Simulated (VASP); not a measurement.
# Cd: relaxation of cell and atoms with PBEsol

The system is Cd.

```xyz
1
Lattice="-1.7484 1.7484 1.7484 1.7484 -1.7484 1.7484 1.7484 1.7484 -1.7484" Properties=species:S:1:pos:R:3 pbc="T T T"
Cd    0.0000    0.0000    0.0000
```

```yaml
Program: VASP 6.6.1
Task: relaxation of cell and atoms
Functional: PBEsol
Potentials_or_basis: VASP PAW PBE potentials, release 64 (Cd)
Cutoff: 600 eV
k_mesh: 16 × 16 × 16
Occupations: gaussian, width 0.1 eV
Spin: no spin polarisation
Dipole_correction: no
Further_INCAR_settings: ALGO = Normal; EDIFF = 1e-06; IBRION = 2; EDIFFG = -0.01; NSW = 80; ISIF = 3
```

The relaxed volume is 21.43 Å³/atom, the relaxed cell is a = 3.031 Å, b = 3.031 Å, c = 3.031 Å, α = 109.47°, β = 109.47°, γ = 109.47° and the space group after relaxing (to 0.05 Å) is Im-3m (No. 229). The energy gained by relaxing is 0.0 meV/atom and the ionic steps are 2. The pressure after relaxing is 0.0 GPa. The band gap on the k mesh is zero (band 6 reaches 6.28 eV, above the bottom of band 7 at 1.97 eV).

Final structure:
```
CELL_PARAMETERS angstrom
-1.74988 1.74988 1.74988
1.74988 -1.74988 1.74988
1.74988 1.74988 -1.74988
ATOMIC_POSITIONS crystal
Cd 0.00000 0.00000 0.00000
```

Levels at points of the mesh, in eV from the Fermi level:
| k point | band 2 | band 3 | band 4 | band 5 | band 6 | band 7 | band 8 | band 9 | band 10 |
| --- | --- | --- | --- | --- | --- | --- | --- | --- | --- |
| (0.00, 0.00, 0.00) | -9.31 | -9.31 | -9.07 | -8.63 | -8.63 | 15.56 | 15.56 | 15.56 | 16.60 |
| (0.50, 0.00, 0.00) | -9.66 | -8.67 | -8.60 | -8.17 | -2.28 | -0.93 | 9.46 | 10.07 | 13.83 |
| (0.50, 0.50, 0.50) | -9.85 | -8.28 | -8.28 | -8.28 | 3.38 | 3.38 | 3.38 | 5.96 | 8.12 |

Wall time 16 s on 1 thread of Intel(R) Xeon(R) Platinum 8488C (Sapphire Rapids), on a shared host, peak memory 0.17 GiB.

Caveat: the PAW data sets were made with another functional, which shifts forces and pressure a little.
